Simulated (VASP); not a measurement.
Al2Cu, 3 atoms in the cell. The structure is tetragonal, space group I4/mmm (No. 139). Conventional cell: a = 4.061 Å, b = 4.061 Å, c = 5.702 Å, α = 90.00°, β = 90.00°, γ = 90.00°. Cu (site symmetry 4/mmm) has 8 Al at 2.48 Å within 3.3 Å. Within 3.3 Å of Al (site symmetry -4m2) lie 4 Cu at 2.48 Å and 6 Al at 2.85 to 2.87 Å. 

| Property | Result |
| --- | --- |
| Program | VASP 6.6.1 |
| Task | single point |
| Functional | HSE06 |
| Potentials or basis | VASP PAW PBE potentials, release 64 (Cu, Al) |
| Cutoff | 520 eV |
| k mesh | 5 × 5 × 5 |
| Occupations | gaussian, width 0.05 eV |
| Spin | no spin polarisation |
| Dipole correction | no |
| Grid for exact exchange (PRECFOCK) | Normal |
| Further INCAR settings | ALGO = Normal; EDIFF = 1e-07; NBANDS = 16 |
| Screening parameter | 0.2079 1/Å |

Potentials or basis: VASP PAW PBE potentials, release 64 (Cu, Al).

Command:

```bash
$ cat potpaw_PBE.64/Cu/POTCAR potpaw_PBE.64/Al/POTCAR > POTCAR
$ cp INCAR.step1 INCAR
$ mpirun -np 1 vasp_std > vasp.out
$ cp INCAR.step2 INCAR
$ mpirun -np 1 vasp_std > vasp.out
```

Hardware: 1 thread of Intel(R) Xeon(R) 6975P-C (Granite Rapids), on a shared host.

Question: Estimate the wall time of this run.

Answer: Wall time 13 min on 1 thread of Intel(R) Xeon(R) 6975P-C (Granite Rapids), with other jobs on the host, peak memory 0.28 GiB. Counts: k points 18.
